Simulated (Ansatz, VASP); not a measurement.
# TePb in VASP and in Ansatz

```
Te Pb
1.0
     0.00000    3.28605    3.28605
     3.28605    0.00000    3.28605
     3.28605    3.28605    0.00000
Te Pb
1 1
Direct
  0.50000 0.50000 0.50000
  0.00000 0.00000 0.00000
```

Alike in both runs: task relaxation of cell and atoms; functional PBEsol; k mesh 8 × 8 × 8; occupations gaussian, width 0.02 eV; no spin polarisation.

|  | VASP | Ansatz |
| --- | --- | --- |
| version | VASP 6.6.1 | Ansatz 0.2.0 |
| potentials or method | VASP PAW PBE potentials, release 64 (Te, Pb_d), cutoff 600 eV | scalar-relativistic, plane waves, PAW |
| valence electrons in the cell | 20 | 30 |

VASP gave:

- gap on the k mesh at the Fermi level, each at its own relaxed structure (eV): 0.65
- relaxed volume (Å³/atom): 33.45
- relaxed cell length with the largest relative difference (Å): 4.557

Problem. Which values does Ansatz return?

Solution. gap on the k mesh at the Fermi level, each at its own relaxed structure (eV): 0.65; relaxed volume (Å³/atom): 33.44; relaxed cell length with the largest relative difference (Å): 4.556.

VASP's potentials were made for PBE, not for PBEsol. VASP's potentials hold 20 valence electrons a cell and Ansatz's 30, so a difference there can come from the potentials and not from the codes.

Neither program's run includes spin-orbit coupling.
